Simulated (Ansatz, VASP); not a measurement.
## B5Pt: VASP beside Ansatz

```
B Pt
1.0
     5.77948    0.00000    0.00000
    -2.88974    5.00517    0.00000
     0.00000    0.00000    2.25231
B Pt
5 1
Direct
  0.33333 0.66667 0.50000
  0.66667 0.33333 0.50000
  0.50000 0.00000 0.50000
  0.00000 0.50000 0.50000
  0.50000 0.50000 0.50000
  0.00000 0.00000 0.00000
```

Alike in both runs: functional PBE; k mesh 6 × 6 × 4; occupations gaussian, width 0.1 eV; no spin polarisation.

Ansatz relaxed the structure, and its values are those at the end. VASP's run is a single point on that final structure, the one shown.

|  | VASP | Ansatz |
| --- | --- | --- |
| version | VASP 6.6.1 | Ansatz 0.2.0 |
| potentials or method | VASP PAW PBE potentials, release 64 (B, Pt_sv_GW), cutoff 570 eV | scalar-relativistic, plane waves, PAW |
| valence electrons in the cell | 33 | 33 |

```csv
,VASP,Ansatz,Ansatz less VASP
gap on the k mesh at the Fermi level (eV),none,none,-
pressure (GPa),-0.1,0.1,+0.24
```

A gap of «none» marks a metal or a gap that the smearing closes. The functional is the same, so the differences come from potentials, cutoffs and numerics.

The k mesh is coarse, so the values compare programs but aren't converged. Spin-orbit coupling is off throughout.
